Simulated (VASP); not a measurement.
# AlGaN2 (P-4m2) in VASP: notebook, part 2 of 2

VASP 6.6.1.

## 4. Single point, r2SCAN (biaxial strain in the a-b plane: -2.0 %, then relaxed in part)

POSCAR

```
AlGaN2
1.0
    3.0757558967      0.0000000000      0.0000000000
    0.0000000000      3.0757558967      0.0000000000
    0.0000000000      0.0000000000      4.5143148479
Al Ga N
1 1 2
Direct
    0.5000000000      0.5000000000      0.5000000000
    0.0000000000      0.0000000000      0.0000000000
    0.5000000000      0.0000000000      0.7396043043
    0.0000000000      0.5000000000      0.2603956957
```

INCAR.step1

```
SYSTEM = AlGaN2
ALGO = Normal ; EDIFF = 1E-4
ENCUT = 520 ; GGA = PE
ISMEAR = 0 ; LASPH = .TRUE.
LCHARG = .FALSE. ; LREAL = .FALSE.
LWAVE = .TRUE. ; NBANDS = 21
NELM = 60 ; PREC = Accurate
SIGMA = 0.02
```

INCAR.step2

```
SYSTEM = AlGaN2
ALGO = Normal ; EDIFF = 1E-6
ENCUT = 520 ; ISIF = 2
ISMEAR = 0 ; ISTART = 1
LASPH = .TRUE. ; LCHARG = .TRUE.
LELF = .TRUE. ; LMIXTAU = .TRUE.
LREAL = .FALSE. ; LVHAR = .TRUE.
LWAVE = .FALSE. ; METAGGA = R2SCAN
NBANDS = 21 ; NELM = 60
PREC = Accurate ; SIGMA = 0.02
```

KPOINTS

```
k-points
0
G
  8 8 6
  0 0 0
```

Potentials or basis: VASP PAW PBE potentials, release 64 (Al, Ga_d, N).

Launch:

```bash
$ cat potpaw_PBE.64/Al/POTCAR potpaw_PBE.64/Ga_d/POTCAR potpaw_PBE.64/N/POTCAR > POTCAR
$ cp INCAR.step1 INCAR
$ mpirun -np 1 vasp_std > vasp.out
$ cp INCAR.step2 INCAR
$ mpirun -np 1 vasp_std > vasp.out
```

OUTCAR:

```text
SYSTEM = AlGaN2
   EDIFF = 1E-6
   ENCUT = 520
   ISIF = 2
   ISMEAR = 0
   ISTART = 1
   LASPH = .TRUE.
   LREAL = .FALSE.
   METAGGA = R2SCAN
   NELM = 60
   PREC = Accurate

 ion  position               nearest neighbor table
   1  0.500  0.500  0.500-   3 1.88   4 1.88   3 1.88   4 1.88   2 3.13   2 3.13   2 3.13   2 3.13
                             2 3.13   2 3.13   2 3.13   2 3.13
   2  0.000  0.000  0.000-   3 1.94   4 1.94   4 1.94   3 1.94   1 3.13   1 3.13   1 3.13   1 3.13
                             1 3.13   1 3.13   1 3.13   1 3.13
   3  0.500  0.000  0.740-   1 1.88   1 1.88   2 1.94   2 1.94
   4  0.000  0.500  0.260-   1 1.88   1 1.88   2 1.94   2 1.94

  LATTYP: Found a simple tetragonal cell.
 ALAT       =     3.0757558967
 C/A-ratio  =     1.4677090769

  Lattice vectors:

 A1 = (   3.0757558967,   0.0000000000,   0.0000000000)
 A2 = (   0.0000000000,   3.0757558967,   0.0000000000)
 A3 = (   0.0000000000,   0.0000000000,   4.5143148479)

Analysis of symmetry for initial positions (statically):
=====================================================================
 Subroutine PRICEL returns:
 Original cell was already a primitive cell.

 Routine SETGRP: Setting up the symmetry group for a
 simple tetragonal supercell.

 Subroutine GETGRP returns: Found  8 space group operations
 (whereof  8 operations were pure point group operations)
 out of a pool of 16 trial point group operations.

The static configuration has the point symmetry D_2d.

Analysis of symmetry for dynamics (positions and initial velocities):
=====================================================================
 Subroutine PRICEL returns:
 Original cell was already a primitive cell.

 Routine SETGRP: Setting up the symmetry group for a
 simple tetragonal supercell.

 Subroutine GETGRP returns: Found  8 space group operations
 (whereof  8 operations were pure point group operations)
 out of a pool of 16 trial point group operations.

The dynamic configuration has the point symmetry D_2d.

 Subroutine INISYM returns: Found  8 space group operations
 (whereof  8 operations are pure point group operations),
 and found     1 'primitive' translations

----------------------------------------------------------------------------------------

                                     Primitive cell

  volume of cell :      42.7067

  direct lattice vectors                    reciprocal lattice vectors
     3.075755897  0.000000000  0.000000000     0.325123330  0.000000000  0.000000000
     0.000000000  3.075755897  0.000000000     0.000000000  0.325123330  0.000000000
     0.000000000  0.000000000  4.514314848     0.000000000  0.000000000  0.221517558

  length of vectors
     3.075755897  3.075755897  4.514314848     0.325123330  0.325123330  0.221517558

  position of ions in fractional coordinates (direct lattice)
     0.500000000  0.500000000  0.500000000
     0.000000000  0.000000000  0.000000000
     0.500000000  0.000000000  0.739604304
     0.000000000  0.500000000  0.260395696

  ion indices of the primitive-cell ions
   primitive index   ion index
                 1           1
                 2           2
                 3           3
                 4           4

----------------------------------------------------------------------------------------

 KPOINTS: k-points

Automatic generation of k-mesh.
 Grid dimensions read from file:
 generate k-points for:    8    8    6

 Generating k-lattice:

  Cartesian coordinates                     Fractional coordinates (reciprocal lattice)
     0.040640416  0.000000000  0.000000000     0.125000000  0.000000000  0.000000000
     0.000000000  0.040640416  0.000000000     0.000000000  0.125000000  0.000000000
     0.000000000  0.000000000  0.036919593     0.000000000  0.000000000  0.166666667

  Length of vectors
     0.040640416  0.040640416  0.036919593

  Shift w.r.t. Gamma in fractional coordinates (k-lattice)
     0.000000000  0.000000000  0.000000000

 Subroutine IBZKPT returns following result:
 ===========================================

 Found     60 irreducible k-points:

 Following reciprocal coordinates:
            Coordinates               Weight
  0.000000  0.000000  0.000000      1.000000
  0.125000  0.000000  0.000000      4.000000
  0.250000  0.000000  0.000000      4.000000
  0.375000  0.000000  0.000000      4.000000
  0.500000  0.000000  0.000000      2.000000
  0.125000  0.125000  0.000000      4.000000
[... 16 lines left out ...]
  0.375000  0.125000  0.166667     16.000000
  0.500000  0.125000  0.166667      8.000000
 [... further k-points ...]
   k-points           NKPTS =     60   k-points in BZ     NKDIM =     60   number of bands    NBANDS=     21
   number of dos      NEDOS =    301   number of ions     NIONS =      4
   total plane-waves  NPLWV =  20736
   dimension x,y,z NGX =    24 NGY =   24 NGZ =   36
   dimension x,y,z NGXF=    48 NGYF=   48 NGZF=   72
   ions per type =               1   1   2
   NGX,Y,Z   is equivalent  to a cutoff of  12.97, 12.97, 13.26 a.u.
   NGXF,Y,Z  is equivalent  to a cutoff of  25.94, 25.94, 26.52 a.u.
 SYSTEM =  AlGaN2
   PREC   = accura    normal or accurate (medium, high low for compatibility)
   ISTART =      1    job   : 0-new  1-cont  2-samecut
   ICHARG =      0    charge: 1-file 2-atom 10-const
   ISPIN  =      1    spin polarized calculation?
   LNONCOLLINEAR =      F non collinear calculations
   LSORBIT =      F    spin-orbit coupling
   LASPH  =      T    aspherical Exc in radial PAW
   ENCUT  =  520.0 eV  38.22 Ry    6.18 a.u.   5.72  5.72  8.39*2*pi/ulx,y,z
   NELM   =     60;   NELMIN=  2; NELMDL=  0     # of ELM steps
   EDIFF  = 0.1E-05   stopping-criterion for ELM
   LREAL  =      F    real-space projection
   EDIFFG = 0.1E-04   stopping-criterion for IOM
   NSW    =      0    number of steps for IOM
   IBRION =     -1    ionic relax: 0-MD 1-quasi-New 2-CG
   NFREE  =      0    steps in history (QN), initial steepest desc. (CG)
   ISIF   =      2    stress and relaxation
   ISYM   =      2    0-nonsym 1-usesym 2-fastsym
   POTIM  = 0.5000    time-step for ionic-motion
   TEBEG  =    0.0;   TEEND  =   0.0 temperature during run
   PSTRESS=    0.0 pullay stress
   NELECT =      26.0000    total number of electrons
   NUPDOWN=      -1.0000    fix difference up-down
   EMIN   =  10.00;   EMAX   =-10.00  energy-range for DOS
   EFERMI =   0.00;   METHOD = LEGACY
   ISMEAR =     0;   SIGMA  =   0.02  broadening in eV -4-tet -1-fermi 0-gaus
   EFERMI_NEDOS =   21; number of points for ismear=-14 and -15
   IALGO  =     38    algorithm
   IMIX   =      4    mixing-type and parameters
     AMIX     =   0.40;   BMIX     =  1.00
     AMIX_MAG =   1.60;   BMIX_MAG =  1.00
  volume/ion in A,a.u.               =      10.68        72.05
  Fermi-wavevector in a.u.,A,eV,Ry     =   1.387504  2.622001 26.193473  1.925166
  Thomas-Fermi vector in A             =   2.511718
   LORBIT       =      0    0 simple, 1 ext, 2 COOP (PROOUT), +10 PAW based schemes
   METAGGA = R2SCAN    functional components
   LHFCALC =     F    Hartree Fock is set to
   AEXX    =    0.0000 exact exchange contribution
   IVDW    =     0    specifies the selected vdW correction
   LEPSILON=     F    determine dielectric tensor
   LRPA    =     F    only Hartree local field effects (RPA)
 non-spin polarized calculation
 Gauss-broadening in eV      SIGMA  =   0.02
  energy-cutoff  :      520.00
  volume of cell :       42.71
 maximum number of plane-waves:      1176
 NGX is ok and might be reduce to    24
   NGX = 11   NGY = 11   NGZ = 17

 number of electron      26.0000009 magnetization

 Free energy of the ion-electron system (eV)
  ---------------------------------------------------
  ext. energy  EPLUGINS =         0.00000000
  ---------------------------------------------------
  free energy    TOTEN  =       -41.03877890 eV

  energy without entropy =      -41.03877890  energy(sigma->0) =      -41.03877890

 E-fermi :   5.7848     XC(G=0): -12.1825

 val. band max:        5.6705049024   @ k =   0.0000   0.0000   0.0000
 cond. band min:       9.1357052046   @ k =   0.0000   0.0000   0.0000
 fundamental gap:      3.4652003022
 Fermi energy:         5.7847722882

 k-point     1 :       0.0000    0.0000    0.0000
  band No.  band energies     occupation
      1     -10.8397      2.00000
      2      -9.1908      2.00000
      3      -7.7048      2.00000
      4      -7.7048      2.00000
      5      -7.6350      2.00000
      6      -7.4774      2.00000
[... 550 lines left out ...]
      5      -7.5893      2.00000
      6      -7.0151      2.00000
[... 13 lines left out ...]
     20      18.8486      0.00000
     21      19.0909      0.00000

 [... further k-points ...]
[... 5 lines left out ...]
  --------------------------------------------------------------------------------------
  -------------------------------------------------------------------------------------
  Total        1.7655815      1.7655815      0.1134847      0.0000000      0.0000000     -0.0000000
  in kB       66.2373231     66.2373231      4.2574773      0.0000000      0.0000000     -0.0000000
  external PRESSURE =      45.5773745 kB  Pullay stress =       0.0000000 kB

 VOLUME and BASIS-vectors are now :
 -----------------------------------------------------------------------------
  energy-cutoff  :      520.00
  volume of cell :       42.71
      direct lattice vectors                 reciprocal lattice vectors
     3.075755897  0.000000000  0.000000000     0.325123330  0.000000000  0.000000000
     0.000000000  3.075755897  0.000000000     0.000000000  0.325123330  0.000000000
     0.000000000  0.000000000  4.514314848     0.000000000  0.000000000  0.221517558

 POSITION                                       TOTAL-FORCE (eV/Angst)
 -----------------------------------------------------------------------------------
      1.53788      1.53788      2.25716         0.000000      0.000000      0.000000
      0.00000      0.00000      0.00000         0.000000     -0.000000      0.000000
      1.53788      0.00000      3.33881        -0.000000     -0.000000     -0.094506
      0.00000      1.53788      1.17551         0.000000     -0.000000      0.094506
 -----------------------------------------------------------------------------------
    total drift:                                0.000000      0.000000     -0.000000

  FREE ENERGIE OF THE ION-ELECTRON SYSTEM (eV)
  ---------------------------------------------------
  free  energy   TOTEN  =       -41.0387789022 eV

  energy  without entropy=      -41.0387789022  energy(sigma->0) =      -41.03877890
```

It took 3.6 min on 1 thread of Intel Xeon Platinum 8259CL at 2.50GHz (Skylake/Cascade Lake), shared host; peak memory 0.19 GiB.

Results:

| Property | Result |
| --- | --- |
| Free energy | -41.0388 eV |
| Pressure | 4.6 GPa |
| Largest force | 0.095 eV/Å |
| Band gap on the k mesh | 3.47 eV |

Forces in eV/Å, atoms in the order of the input:
```
Al   0.000  0.000  0.000
Ga   0.000  0.000  0.000
N    0.000  0.000 -0.095
N    0.000  0.000  0.095
```

Caveat: the cell differs from its parent crystal (biaxial strain in the a-b plane: -2.0 %, then relaxed in part); the cell stands under pressure; the PAW data sets were made with another functional, which shifts forces and pressure a little.

## 5. Single point, r2SCAN (biaxial strain in the a-b plane: +2.0 %, then relaxed in part)

POSCAR

```
AlGaN2
1.0
    3.2012969537      0.0000000000      0.0000000000
    0.0000000000      3.2012969537      0.0000000000
    0.0000000000      0.0000000000      4.3238891870
Al Ga N
1 1 2
Direct
    0.5000000000      0.5000000000      0.5000000000
    0.0000000000      0.0000000000      0.0000000000
    0.5000000000      0.0000000000      0.7384412897
    0.0000000000      0.5000000000      0.2615587103
```

INCAR.step1

```
PREC = Accurate
ENCUT = 520
ISMEAR = 0
SIGMA = 0.02
LREAL = F
LASPH = T
NELM = 100
NBANDS = 21
GGA = PE
ALGO = Normal
EDIFF = 1E-4
LWAVE = T
LCHARG = F
```

INCAR.step2

```
PREC = Accurate
ENCUT = 520
EDIFF = 1E-6
ISMEAR = 0
SIGMA = 0.02
LREAL = F
LASPH = T
NELM = 100
ALGO = Normal
ISIF = 2
LWAVE = F
LCHARG = F
METAGGA = R2SCAN
LMIXTAU = T
NBANDS = 21
ISTART = 1
```

KPOINTS

```
Automatic mesh
0
Gamma
  8 8 6
```

Launch:

```bash
$ cat potpaw_PBE.64/Al/POTCAR potpaw_PBE.64/Ga_d/POTCAR potpaw_PBE.64/N/POTCAR > POTCAR
$ cp INCAR.step1 INCAR
$ mpirun -np 1 vasp_std > vasp.out
$ cp INCAR.step2 INCAR
$ mpirun -np 1 vasp_std > vasp.out
```

It took 3.2 min on 1 thread of Intel Xeon Platinum 8259CL at 2.50GHz (Skylake/Cascade Lake), shared host; peak memory 0.2 GiB.

Results (log left out):

```yaml
Free_energy: -41.0466 eV
Pressure: -3.3 GPa
Largest_force: 0.084 eV/Å
Band_gap_on_the_k_mesh: 3.29 eV
```

Forces on the atoms (eV/Å):
```
Al   0.000  0.000  0.000
Ga   0.000  0.000  0.000
N    0.000  0.000 -0.084
N    0.000  0.000  0.084
```

Stress tensor (GPa, compression positive):
```
-5.05  0.00  0.00
 0.00 -5.05  0.00
 0.00  0.00  0.30
```

Levels at points of the mesh, in eV from the valence-band top:
| k point | band 9 | band 10 | band 11 | band 12 | band 13 | band 14 | band 15 | band 16 | band 17 | band 18 |
| --- | --- | --- | --- | --- | --- | --- | --- | --- | --- | --- |
| (0.00, 0.00, 0.00) | -2.52 | -2.52 | -0.05 | 0.00 | 0.00 | 3.29 | 4.00 | 7.85 | 12.04 | 12.04 |
| (0.50, 0.00, 0.00) | -4.36 | -2.71 | -2.61 | -1.15 | -0.79 | 7.58 | 7.73 | 8.42 | 8.83 | 11.47 |
| (0.50, 0.50, 0.00) | -5.05 | -2.15 | -2.11 | -2.11 | -2.07 | 3.97 | 3.97 | 7.21 | 9.68 | 13.32 |
| (0.00, 0.00, 0.50) | -2.35 | -1.68 | -1.68 | -1.07 | -1.07 | 5.87 | 6.08 | 8.48 | 9.71 | 12.36 |
| (0.50, 0.00, 0.50) | -6.12 | -1.12 | -0.71 | -0.64 | -0.36 | 5.70 | 7.16 | 9.96 | 10.22 | 10.55 |
| (0.50, 0.50, 0.50) | -4.38 | -3.91 | -3.25 | -3.14 | -3.14 | 7.07 | 7.07 | 9.53 | 11.52 | 12.44 |

Caveat: the cell differs from its parent crystal (biaxial strain in the a-b plane: +2.0 %, then relaxed in part); the cell stands under tension; the PAW data sets were made with another functional, which shifts forces and pressure a little.

## 6. Single point, r2SCAN

This run uses another cell than the first one, of 11.08 Å³/atom.

POSCAR is that of step 5.

INCAR.step1

```
SYSTEM = AlGaN2
  ALGO = Normal
  EDIFF = 1E-4
  ENCUT = 520
  GGA = PE
  ISMEAR = 0
  LASPH = .True.
  LCHARG = .False.
  LREAL = .False.
  LWAVE = .True.
  NBANDS = 21
  NELM = 80
  PREC = Accurate
  SIGMA = 0.02
```

INCAR.step2

```
SYSTEM = AlGaN2
  ALGO = Normal
  EDIFF = 1E-6
  ENCUT = 520
  ISIF = 2
  ISMEAR = 0
  ISTART = 1
  LASPH = .True.
  LCHARG = .False.
  LMIXTAU = .True.
  LREAL = .False.
  LWAVE = .False.
  METAGGA = R2SCAN
  NBANDS = 21
  NELM = 80
  PREC = Accurate
  SIGMA = 0.02
```

KPOINTS

```
k-points
0
Gamma
  8 8 6
  0 0 0
```

Potentials or basis: VASP PAW PBE potentials, release 64 (Al, Ga_d, N).

Launch:

```bash
$ cat potpaw_PBE.64/Al/POTCAR potpaw_PBE.64/Ga_d/POTCAR potpaw_PBE.64/N/POTCAR > POTCAR
$ cp INCAR.step1 INCAR
$ mpirun -np 1 vasp_std > vasp.out
$ cp INCAR.step2 INCAR
$ mpirun -np 1 vasp_std > vasp.out
```

OUTCAR:

```text
SYSTEM = AlGaN2
   EDIFF = 1E-6
   ENCUT = 520
   ISIF = 2
   ISMEAR = 0
   ISTART = 1
   LASPH = .True.
   LREAL = .False.
   METAGGA = R2SCAN
   NELM = 80
   PREC = Accurate

 ion  position               nearest neighbor table
   1  0.500  0.500  0.500-   3 1.90   4 1.90   3 1.90   4 1.90   2 3.13   2 3.13   2 3.13   2 3.13
                             2 3.13   2 3.13   2 3.13   2 3.13
   2  0.000  0.000  0.000-   3 1.96   4 1.96   4 1.96   3 1.96   1 3.13   1 3.13   1 3.13   1 3.13
[... 774 lines left out ...]
     21      18.1849      0.00000

 [... further k-points ...]
[... 5 lines left out ...]
  --------------------------------------------------------------------------------------
  -------------------------------------------------------------------------------------
  Total       -1.3977678     -1.3977678      0.0818553      0.0000000      0.0000000      0.0000000
  in kB      -50.5381252    -50.5381252      2.9595848      0.0000000      0.0000000      0.0000000
  external PRESSURE =     -32.7055552 kB  Pullay stress =       0.0000000 kB

 VOLUME and BASIS-vectors are now :
 -----------------------------------------------------------------------------
  energy-cutoff  :      520.00
  volume of cell :       44.31
      direct lattice vectors                 reciprocal lattice vectors
     3.201296954  0.000000000  0.000000000     0.312373396  0.000000000  0.000000000
     0.000000000  3.201296954  0.000000000     0.000000000  0.312373396  0.000000000
     0.000000000  0.000000000  4.323889187     0.000000000  0.000000000  0.231273272

 POSITION                                       TOTAL-FORCE (eV/Angst)
 -----------------------------------------------------------------------------------
      1.60065      1.60065      2.16194         0.000000     -0.000000      0.000000
      0.00000      0.00000      0.00000         0.000000      0.000000      0.000000
      1.60065      0.00000      3.19294         0.000000      0.000000     -0.084184
      0.00000      1.60065      1.13095         0.000000      0.000000      0.084184
 -----------------------------------------------------------------------------------
    total drift:                                0.000000      0.000000     -0.000000

  FREE ENERGIE OF THE ION-ELECTRON SYSTEM (eV)
  ---------------------------------------------------
  free  energy   TOTEN  =       -41.0466393210 eV

  energy  without entropy=      -41.0466393210  energy(sigma->0) =      -41.04663932
```

Wall time 3 min (1 thread of Intel Xeon Platinum 8259CL at 2.50GHz (Skylake/Cascade Lake), shared host); peak memory 0.19 GiB.

What came out:

- Free energy: -41.0466 eV
- Pressure: -3.3 GPa
- Largest force: 0.084 eV/Å
- Band gap on the k mesh: 3.29 eV

Forces on the atoms (eV/Å):
```
Al   0.000  0.000  0.000
Ga   0.000  0.000  0.000
N    0.000  0.000 -0.084
N    0.000  0.000  0.084
```

Levels at points of the mesh, in eV from the valence-band top:
```
           k point  band 9  band 10  band 11  band 12  band 13  band 14  band 15  band 16  band 17  band 18
(0.00, 0.00, 0.00)   -2.52    -2.52    -0.05     0.00     0.00     3.29     4.00     7.85    12.04    12.04
(0.50, 0.00, 0.00)   -4.36    -2.71    -2.61    -1.15    -0.79     7.58     7.73     8.42     8.83    11.47
(0.50, 0.50, 0.00)   -5.05    -2.15    -2.11    -2.11    -2.07     3.97     3.97     7.21     9.68    13.32
(0.00, 0.00, 0.50)   -2.35    -1.68    -1.68    -1.07    -1.07     5.87     6.08     8.48     9.71    12.36
(0.50, 0.00, 0.50)   -6.12    -1.12    -0.71    -0.64    -0.36     5.70     7.16     9.96    10.22    10.55
(0.50, 0.50, 0.50)   -4.38    -3.91    -3.25    -3.14    -3.14     7.07     7.07     9.53    11.52    12.44
```

Caveat: the cell stands under tension; the PAW data sets were made with another functional, which shifts forces and pressure a little.

## 7. Summary

| cell | gap on the mesh (eV) | pressure (GPa) | largest force (eV/Å) |
| --- | --- | --- | --- |
| a = 3.013, b = 3.013, c = 4.600 Å, 4 atoms | 3.55 | 9.4 | 0.10 |
| a = 3.076, b = 3.076, c = 4.475 Å, 4 atoms | 3.55 | 6.6 | 0.04 |
| a = 3.076, b = 3.076, c = 4.514 Å, 4 atoms | 3.47 | 4.6 | 0.09 |
| a = 3.201, b = 3.201, c = 4.324 Å, 4 atoms | 3.29 | -3.3 | 0.08 |

Alike in all rows: task single point; level r2SCAN; potentials or basis VASP PAW PBE potentials, release 64 (Al, Ga_d, N); no spin polarisation; k mesh 8 × 8 × 6; cutoff (eV) 520; smearing gaussian 0.02 eV.

Caveats: the PAW data sets were made with another functional, which shifts forces and pressure a little; the cell stands under pressure (at least some runs); the cell stands under tension (at least some runs).

Total energies depend on the potentials used, so only differences within one code and one set of settings carry meaning.
